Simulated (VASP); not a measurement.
# HPbNO4 (P1) in VASP: electric field gradients with PBE

Aim: the electric field gradients of HPbNO4 with PBE.

Program: VASP 6.6.1. These are calculated values, not measurements. Logs are shortened: lines on timing, memory, paths and dates and some standing lists are left out, and cuts for length are marked.

## Step 1: The cell of the first run

The typed cell holds 7 atoms: a = 3.858 Å, b = 5.535 Å, c = 6.055 Å, α = 106.62°, β = 93.97°, γ = 90.45°.

## Step 2: Electric field gradients, PBE

Contents of INCAR:

```
ALGO = Normal
EDIFF = 1E-8
ENCUT = 520
GGA = PE
ISIF = 2
ISMEAR = -1
LASPH = True
LCHARG = False
LEFG = True
LREAL = False
LWAVE = False
NBANDS = 31
NELM = 100
PREC = Accurate
SIGMA = 0.05
```

Contents of KPOINTS:

```
k-points
0
Gamma
  7 5 5
```

Contents of POSCAR:

```
HPbNO4
1.0
    3.8540400000      0.1438400000      0.0901200000
   -0.2532000000      5.5269800000      0.1647100000
   -0.4819700000     -1.9272000000      5.7202500000
H Pb N O
1 1 1 4
Direct
    0.1091300000      0.6571800000      0.5446300000
    0.6102900000      0.5212700000      0.1510000000
    0.9158000000      0.9626300000      0.9586700000
    0.0138400000      0.1363900000      0.8808400000
    0.7239800000      0.0105700000      0.1285800000
    0.0038900000      0.7373200000      0.8704300000
    0.1192700000      0.5932400000      0.3765100000
```

Potentials or basis: VASP PAW PBE potentials, release 64 (H, Pb_d, N, O).

The run is started by

```
> cat potpaw_PBE.64/H/POTCAR potpaw_PBE.64/Pb_d/POTCAR potpaw_PBE.64/N/POTCAR potpaw_PBE.64/O/POTCAR > POTCAR
> mpirun -np 1 vasp_std > vasp.out
```

OUTCAR:

```text
EDIFF = 1E-8
   ENCUT = 520
   GGA = PE
   ISIF = 2
   ISMEAR = -1
   LASPH = True
   LREAL = False
   NELM = 100
   PREC = Accurate

 ion  position               nearest neighbor table
   1  0.109  0.657  0.545-   7 0.98
   2  0.610  0.521  0.151-   7 2.28   7 2.38   5 2.78   5 2.83   4 2.84   6 2.85
   3  0.916  0.963  0.959-   4 1.25   6 1.27   5 1.28
   4  0.014  0.136  0.881-   3 1.25   2 2.84
   5  0.724  0.011  0.129-   3 1.28   2 2.78   2 2.83
   6  0.004  0.737  0.870-   3 1.27   2 2.85
   7  0.119  0.593  0.377-   1 0.98   2 2.28   2 2.38

  LATTYP: Found a triclinic cell.
 ALAT       =     6.9506566964
 B/A-ratio  =     0.5550232440
 C/A-ratio  =     0.7963604173
 COS(alpha) =     0.0077737674
 COS(beta)  =     0.2535091708
 COS(gamma) =     0.4946358889

  Lattice vectors:

 A1 = (  -3.3720700000,   1.7833600000,  -5.8103700000)
 A2 = (  -3.8540400000,  -0.1438400000,  -0.0901200000)
 A3 = (  -0.2532000000,   5.5269800000,   0.1647100000)

Analysis of symmetry for initial positions (statically):
=====================================================================
 Subroutine PRICEL returns:
 Original cell was already a primitive cell.

 Routine SETGRP: Setting up the symmetry group for a
 triclinic supercell.

 Subroutine GETGRP returns: Found  1 space group operations
 (whereof  1 operations were pure point group operations)
 out of a pool of  2 trial point group operations.

The static configuration has the point symmetry C_1 .

Analysis of symmetry for dynamics (positions and initial velocities):
=====================================================================
 Subroutine PRICEL returns:
 Original cell was already a primitive cell.

 Routine SETGRP: Setting up the symmetry group for a
 triclinic supercell.

 Subroutine GETGRP returns: Found  1 space group operations
 (whereof  1 operations were pure point group operations)
 out of a pool of  2 trial point group operations.

The dynamic configuration has the point symmetry C_1 .

 Subroutine INISYM returns: Found  1 space group operations
 (whereof  1 operations are pure point group operations),
 and found     1 'primitive' translations

----------------------------------------------------------------------------------------

                                     Primitive cell

  volume of cell :     123.5525

  direct lattice vectors                    reciprocal lattice vectors
     3.854040000  0.143840000  0.090120000     0.258457951  0.011080161  0.025509840
    -0.253200000  5.526980000  0.164710000    -0.008065233  0.178786348  0.059555063
    -0.481970000 -1.927200000  5.720250000    -0.003839658 -0.005322572  0.172700798

  length of vectors
     3.857776028  5.535227867  6.055382315     0.259950062  0.188617103  0.172825456

  position of ions in fractional coordinates (direct lattice)
     0.109130000  0.657180000  0.544630000
     0.610290000  0.521270000  0.151000000
     0.915800000  0.962630000  0.958670000
     0.013840000  0.136390000  0.880840000
     0.723980000  0.010570000  0.128580000
     0.003890000  0.737320000  0.870430000
     0.119270000  0.593240000  0.376510000

  ion indices of the primitive-cell ions
   primitive index   ion index
                 1           1
                 2           2
                 3           3
                 4           4
                 5           5
                 6           6
                 7           7

----------------------------------------------------------------------------------------

 KPOINTS: k-points

Automatic generation of k-mesh.
 Grid dimensions read from file:
 generate k-points for:    7    5    5

 Generating k-lattice:

  Cartesian coordinates                     Fractional coordinates (reciprocal lattice)
     0.036922564  0.001582880  0.003644263     0.142857143 -0.000000000  0.000000000
    -0.001613047  0.035757270  0.011911013     0.000000000  0.200000000  0.000000000
    -0.000767932 -0.001064514  0.034540160    -0.000000000 -0.000000000  0.200000000

  Length of vectors
     0.037135723  0.037723421  0.034565091

  Shift w.r.t. Gamma in fractional coordinates (k-lattice)
     0.000000000  0.000000000  0.000000000

 Subroutine IBZKPT returns following result:
 ===========================================

 Found     88 irreducible k-points:

 Following reciprocal coordinates:
            Coordinates               Weight
  0.000000  0.000000  0.000000      1.000000
  0.142857  0.000000  0.000000      2.000000
  0.285714  0.000000  0.000000      2.000000
  0.428571  0.000000  0.000000      2.000000
  0.000000  0.200000  0.000000      2.000000
  0.142857  0.200000  0.000000      2.000000
[... 16 lines left out ...]
 -0.428571 -0.000000  0.200000      2.000000
 -0.285714 -0.000000  0.200000      2.000000
 [... further k-points ...]
   k-points           NKPTS =     88   k-points in BZ     NKDIM =     88   number of bands    NBANDS=     31
   number of dos      NEDOS =    301   number of ions     NIONS =      7
   total plane-waves  NPLWV =  60480
   dimension x,y,z NGX =    30 NGY =   42 NGZ =   48
   dimension x,y,z NGXF=    60 NGYF=   84 NGZF=   96
   ions per type =               1   1   1   4
   NGX,Y,Z   is equivalent  to a cutoff of  12.93, 12.61, 13.18 a.u.
   NGXF,Y,Z  is equivalent  to a cutoff of  25.86, 25.23, 26.36 a.u.
 SYSTEM =  unknown system
   PREC   = accura    normal or accurate (medium, high low for compatibility)
   ISTART =      0    job   : 0-new  1-cont  2-samecut
   ICHARG =      2    charge: 1-file 2-atom 10-const
   ISPIN  =      1    spin polarized calculation?
   LNONCOLLINEAR =      F non collinear calculations
   LSORBIT =      F    spin-orbit coupling
   LASPH  =      T    aspherical Exc in radial PAW
   ENCUT  =  520.0 eV  38.22 Ry    6.18 a.u.   7.17 10.29 11.26*2*pi/ulx,y,z
   NELM   =    100;   NELMIN=  2; NELMDL= -5     # of ELM steps
   EDIFF  = 0.1E-07   stopping-criterion for ELM
   LREAL  =      F    real-space projection
   EDIFFG = 0.1E-06   stopping-criterion for IOM
   NSW    =      0    number of steps for IOM
   IBRION =     -1    ionic relax: 0-MD 1-quasi-New 2-CG
   NFREE  =      0    steps in history (QN), initial steepest desc. (CG)
   ISIF   =      2    stress and relaxation
   ISYM   =      2    0-nonsym 1-usesym 2-fastsym
   POTIM  = 0.5000    time-step for ionic-motion
   TEBEG  =    0.0;   TEEND  =   0.0 temperature during run
   PSTRESS=    0.0 pullay stress
   NELECT =      44.0000    total number of electrons
   NUPDOWN=      -1.0000    fix difference up-down
   EMIN   =  10.00;   EMAX   =-10.00  energy-range for DOS
   EFERMI =   0.00;   METHOD = LEGACY
   ISMEAR =    -1;   SIGMA  =   0.05  broadening in eV -4-tet -1-fermi 0-gaus
   EFERMI_NEDOS =   21; number of points for ismear=-14 and -15
   IALGO  =     38    algorithm
   IMIX   =      4    mixing-type and parameters
     AMIX     =   0.40;   BMIX     =  1.00
     AMIX_MAG =   1.60;   BMIX_MAG =  1.00
  volume/ion in A,a.u.               =      17.65       119.11
  Fermi-wavevector in a.u.,A,eV,Ry     =   1.160402  2.192842 18.320693  1.346533
  Thomas-Fermi vector in A             =   2.296985
   LORBIT       =      0    0 simple, 1 ext, 2 COOP (PROOUT), +10 PAW based schemes
   GGA     = PE    functional components
   LHFCALC =     F    Hartree Fock is set to
   AEXX    =    0.0000 exact exchange contribution
   IVDW    =     0    specifies the selected vdW correction
   LEPSILON=     F    determine dielectric tensor
   LRPA    =     F    only Hartree local field effects (RPA)
 non-spin polarized calculation
  energy-cutoff  :      520.00
  volume of cell :      123.55
 maximum number of plane-waves:      3346
 NGX is ok and might be reduce to    30
   NGX = 15   NGY = 21   NGZ = 23

 number of electron      44.0000005 magnetization

 Free energy of the ion-electron system (eV)
  ---------------------------------------------------
  ext. energy  EPLUGINS =         0.00000000
  ---------------------------------------------------
  free energy    TOTEN  =       -40.40205790 eV

  energy without entropy =      -40.40205790  energy(sigma->0) =      -40.40205790

 E-fermi :   0.4226     XC(G=0):  -7.5545

 val. band max:       -0.7138333248   @ k =  -0.4286  -0.4000   0.4000
 cond. band min:       2.4246345019   @ k =   0.4286  -0.0000   0.4000
 fundamental gap:      3.1384678266
 Fermi energy:         0.4225621186

 k-point     1 :       0.0000    0.0000    0.0000
  band No.  band energies     occupation
      1     -26.4495      2.00000
      2     -21.0425      2.00000
      3     -20.8015      2.00000
      4     -18.2157      2.00000
      5     -15.7747      2.00000
      6     -15.7510      2.00000
[... 23 lines left out ...]
     30       9.4195      0.00000
     31      10.0852      0.00000

 k-point     2 :       0.1429    0.0000    0.0000
  band No.  band energies     occupation
      1     -26.4426      2.00000
      2     -21.0404      2.00000
      3     -20.8101      2.00000
      4     -18.2151      2.00000
      5     -15.7747      2.00000
      6     -15.7631      2.00000
[... 23 lines left out ...]
     30       9.5531      0.00000
     31      10.2281      0.00000

 k-point     3 :       0.2857    0.0000    0.0000
  band No.  band energies     occupation
      1     -26.4272      2.00000
      2     -21.0360      2.00000
      3     -20.8294      2.00000
      4     -18.2154      2.00000
      5     -15.7791      2.00000
      6     -15.7746      2.00000
[... 703 lines left out ...]
     30       9.8816      0.00000
     31      10.5070      0.00000

 k-point    24 :      -0.2857   -0.0000    0.2000
  band No.  band energies     occupation
      1     -26.4270      2.00000
      2     -21.0360      2.00000
      3     -20.8301      2.00000
      4     -18.2156      2.00000
      5     -15.7790      2.00000
      6     -15.7746      2.00000
[... 23 lines left out ...]
     30       9.8867      0.00000
     31      10.4717      0.00000

 [... further k-points ...]
[... 5 lines left out ...]
  --------------------------------------------------------------------------------------
  -------------------------------------------------------------------------------------
  Total        0.1601795      0.6279843      0.3682711      0.0306210      0.0153333     -0.3232214
  in kB        2.0771399      8.1434364      4.7755848      0.3970800      0.1988363     -4.1913990
  external PRESSURE =       4.9987204 kB  Pullay stress =       0.0000000 kB

 VOLUME and BASIS-vectors are now :
 -----------------------------------------------------------------------------
  energy-cutoff  :      520.00
  volume of cell :      123.55
      direct lattice vectors                 reciprocal lattice vectors
     3.854040000  0.143840000  0.090120000     0.258457951  0.011080161  0.025509840
    -0.253200000  5.526980000  0.164710000    -0.008065233  0.178786348  0.059555063
    -0.481970000 -1.927200000  5.720250000    -0.003839658 -0.005322572  0.172700798

 POSITION                                       TOTAL-FORCE (eV/Angst)
 -----------------------------------------------------------------------------------
     -0.00830      2.59831      3.23350        -0.010050     -0.002199      0.099810
      2.14732      2.67783      1.00462        -0.016598     -0.000905     -0.017456
      2.82374      3.60462      5.72492        -0.015373     -0.045624      0.019200
     -0.40573     -0.94174      5.06234         0.126152      0.380975     -0.131905
      2.72560     -0.08524      0.80250        -0.231783     -0.026026      0.262284
     -0.59122      2.39822      5.10087         0.126923     -0.306990     -0.154408
      0.12800      2.57037      2.26219         0.020729      0.000768     -0.077527
 -----------------------------------------------------------------------------------
    total drift:                               -0.000396     -0.000270      0.000607

  FREE ENERGIE OF THE ION-ELECTRON SYSTEM (eV)
  ---------------------------------------------------
  free  energy   TOTEN  =       -40.4020579029 eV

  energy  without entropy=      -40.4020579029  energy(sigma->0) =      -40.40205790

 Electric field gradients (V/A^2)
---------------------------------------------------------------------
 ion       V_xx      V_yy      V_zz      V_xy      V_xz      V_yz
---------------------------------------------------------------------
   1     -16.833   -20.191    37.024    -0.232    -7.317     1.776
   2    -155.927   265.789  -109.862   -13.640  -137.276    -4.480
   3      -1.982     1.105     0.877    -0.874    -5.695     0.773
   4     -56.552   135.676   -79.123   102.090    52.991  -113.401
   5      66.728  -165.262    98.534    14.983  -125.230   -22.633
   6     -50.913    97.694   -46.781  -116.479    19.685   135.859
   7       3.922  -101.083    97.161     2.565    -7.311     5.076
---------------------------------------------------------------------

 Electric field gradients after diagonalization (V/A^2)
 (convention: |V_zz| > |V_xx| > |V_yy|)
----------------------------------------------------------------------
 ion       V_xx      V_yy      V_zz     asymmetry (V_yy - V_xx)/ V_zz
----------------------------------------------------------------------
   1     -20.246   -17.809    38.055       0.064
   2     266.230     6.189  -272.419       0.955
   3       5.612     0.819    -6.431       0.745
   4    -192.782   -13.834   206.617       0.866
   5    -167.296   -43.494   210.790       0.587
   6    -182.463   -29.621   212.084       0.721
   7      97.850     3.435  -101.285       0.932
----------------------------------------------------------------------

           NMR quadrupolar parameters

 Cq : quadrupolar parameter    Cq=e*Q*V_zz/h
 eta: asymmetry parameters     (V_yy - V_xx)/ V_zz
 Q  : nuclear electric quadrupole moment in mb (millibarn)
----------------------------------------------------------------------
 ion       Cq(MHz)       eta       Q (mb)
----------------------------------------------------------------------
   1       0.092       0.064       1.000
   2      -0.659       0.955       1.000
   3      -0.016       0.745       1.000
   4       0.500       0.866       1.000
   5       0.510       0.587       1.000
   6       0.513       0.721       1.000
   7      -0.245       0.932       1.000
----------------------------------------------------------------------
```

It took 4.9 min on 1 thread of AMD EPYC 7R13 (Zen 3), shared host; peak memory 0.42 GiB.

What came out:

```yaml
Free_energy: -40.4021 eV
Pressure: 0.5 GPa
Largest_force: 0.422 eV/Å
Band_gap_on_the_k_mesh: 3.14 eV (least direct gap 3.22 eV)
Largest_electric_field_gradient_by_atom: H +38.1; Pb -272.4; N -6.4; O +206.6, +210.8, +212.1, -101.3 V/Å²
```

Forces on the atoms (eV/Å):
```
H   -0.010 -0.002  0.100
Pb  -0.017 -0.001 -0.017
N   -0.015 -0.046  0.019
O    0.126  0.381 -0.132
O   -0.232 -0.026  0.262
O    0.127 -0.307 -0.154
O    0.021  0.001 -0.078
```

Electric field gradients, principal values (V/Å²):
| atom | least | middle | greatest (by size) |
| --- | --- | --- | --- |
| 1 H | -17.809 | -20.246 | 38.055 |
| 2 Pb | 6.189 | 266.230 | -272.419 |
| 3 N | 0.819 | 5.612 | -6.431 |
| 4 O | -13.834 | -192.782 | 206.617 |
| 5 O | -43.494 | -167.296 | 210.790 |
| 6 O | -29.621 | -182.463 | 212.084 |
| 7 O | 3.435 | 97.850 | -101.285 |

Caveat: the standard files for N, O and F lose accuracy on very short bonds; without QUAD_EFG the Cq values of the log hold for a quadrupole moment of 1 mb, not for the nuclei; spin-orbit coupling is left out, which moves the levels of the heavy elements; an odd mesh through Γ misses points on the zone boundary, where band edges can lie.
